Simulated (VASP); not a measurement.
The system is BN.

```xyz
4
Lattice="2.5186 -0.0216 -0.0024 -1.2780 2.2002 -0.0215 -0.0067 -0.0735 6.9621" Properties=species:S:1:pos:R:3 pbc="T T T"
B    -0.0127    1.4731    1.7717
B     1.2826    0.6644    5.2315
N    -0.0335    1.4798    5.2481
N     1.2315    0.5929    1.6251
```

This cell differs from its parent crystal: all atoms moved at random, sigma 0.05 Å a component, cell strained at random, sigma 0.01.

- Program: VASP 6.6.1
- Task: relaxation of cell and atoms
- Functional: PBEsol
- Potentials or basis: VASP PAW PBE potentials, release 64 (B, N)
- Cutoff: 600 eV
- k mesh: 12 × 12 × 4
- Occupations: gaussian, width 0.05 eV
- Spin: no spin polarisation

At the start: pressure -0.6 GPa; volume 9.60 Å³/atom.

Question: How do energy, volume and symmetry change on relaxing?

Answer: Over 33 steps the energy falls by 189.0 meV/atom and the volume is 9.32 Å³/atom (-2.9 %); space group Cmcm (No. 63, to 0.05 Å).

Step by step:
| step | energy change (eV) | largest force (eV/Å) | pressure (GPa) | volume (Å³) |
| --- | --- | --- | --- | --- |
| 1 | 0.0000 | 6.5477 | -0.61 | 38.38 |
| 2 | 3.1193 | 11.7338 | 39.09 | 38.13 |
| 3 | -0.6094 | 1.8437 | -4.85 | 38.33 |
| 4 | -0.6105 | 1.7830 | -4.92 | 38.33 |
| 5 | -0.5778 | 3.6299 | 8.54 | 36.94 |
| 6 | -0.7217 | 1.0258 | 0.74 | 37.67 |
| 7 | -0.6898 | 1.6330 | 1.99 | 37.54 |
| 8 | -0.7521 | 0.3223 | 0.96 | 37.62 |
| 9 | -0.7523 | 0.3304 | -0.91 | 37.81 |
| 10 | -0.7548 | 0.1239 | 0.00 | 37.72 |
| 11 | -0.7550 | 0.1281 | -0.27 | 37.74 |
| 12 | -0.7552 | 0.0372 | -0.16 | 37.73 |
| 13 | -0.7552 | 0.0394 | 0.02 | 37.70 |
| 14 | -0.7552 | 0.0226 | -0.03 | 37.71 |
| 15 | -0.7553 | 0.0172 | 0.03 | 37.70 |
| 16 | -0.7553 | 0.0174 | 0.03 | 37.70 |
| 17 | -0.7553 | 0.0194 | 0.00 | 37.70 |
| 18 | -0.7553 | 0.0401 | -0.07 | 37.69 |
| 19 | -0.7553 | 0.0395 | -0.10 | 37.68 |
| 20 | -0.7554 | 0.0372 | -0.09 | 37.68 |
| 21 | -0.7554 | 0.0367 | -0.10 | 37.66 |
| 22 | -0.7555 | 0.0472 | -0.14 | 37.63 |
| 23 | -0.7555 | 0.0624 | -0.16 | 37.62 |
| 24 | -0.7555 | 0.0614 | -0.15 | 37.61 |
| 25 | -0.7556 | 0.0586 | -0.14 | 37.59 |
| 26 | -0.7557 | 0.0535 | -0.11 | 37.56 |
| 27 | -0.7558 | 0.0602 | -0.06 | 37.49 |
| 28 | -0.7560 | 0.0873 | 0.04 | 37.35 |
| 29 | -0.7561 | 0.0306 | 0.03 | 37.31 |
| 30 | -0.7561 | 0.0299 | 0.02 | 37.30 |
| 31 | -0.7561 | 0.0201 | 0.01 | 37.29 |
| 32 | -0.7561 | 0.0171 | -0.01 | 37.29 |
| 33 | -0.7561 | 0.0064 | 0.00 | 37.28 |

Final structure:
```cif
data_structure
_symmetry_space_group_name_H-M 'P 1'
_symmetry_Int_Tables_number 1
_cell_length_a 2.5049
_cell_length_b 2.5053
_cell_length_c 6.8601
_cell_angle_alpha 89.768
_cell_angle_beta 90.046
_cell_angle_gamma 119.998
_cell_volume 37.28
loop_
_atom_site_label
_atom_site_type_symbol
_atom_site_fract_x
_atom_site_fract_y
_atom_site_fract_z
_atom_site_occupancy
B1 B 0.32331 0.65325 0.24878 1
B2 B 0.67671 0.34676 0.75123 1
N1 N 0.34335 0.68010 0.75119 1
N2 N 0.65663 0.31989 0.24880 1
```

Caveat: the cell differs from its parent crystal (all atoms moved at random, sigma 0.05 Å a component, cell strained at random, sigma 0.01); the PAW data sets were made with another functional, which shifts forces and pressure a little.
